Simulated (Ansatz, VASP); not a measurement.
# One calculation of Au4S, two programs

```
S Au
1.0
     5.37629    0.00000    0.00000
     0.00000    5.37629    0.00000
     0.00000    0.00000    5.37629
S Au
1 4
Cartesian
  0.0000 0.0000 0.0000
  1.3441 1.3441 1.3441
  4.0322 4.0322 1.3441
  4.0322 1.3441 4.0322
  1.3441 4.0322 4.0322
```

Change from the starting cell: ordered vacancies on the anion sites of cuprite (P-43m, No. 215).

Alike in both runs: task relaxation of cell and atoms; functional PBE; k mesh 4 × 4 × 4; occupations gaussian, width 0.1 eV; no spin polarisation.

```csv
,VASP,Ansatz
version,VASP 6.6.1,Ansatz 0.2.0
potentials or method,"VASP PAW PBE potentials, release 64 (S, Au), cutoff 600 eV","scalar-relativistic, plane waves, PAW"
valence electrons in the cell,50,82
```

```csv
,VASP,Ansatz,Ansatz less VASP
"gap on the k mesh at the Fermi level, each at its own relaxed structure (eV)",0.34,0.33,-0.008
relaxed volume (Å³/atom),20.61,20.68,+0.071
relaxed cell length with the largest relative difference (Å),4.688,4.694,+0.0054
```

VASP's potentials hold 50 valence electrons a cell and Ansatz's 82, so a difference there can come from the potentials and not from the codes.

Neither program's run includes spin-orbit coupling. Noted on VASP's run: the volume moved by over 15 % at a fixed basis, so the end points are rough.
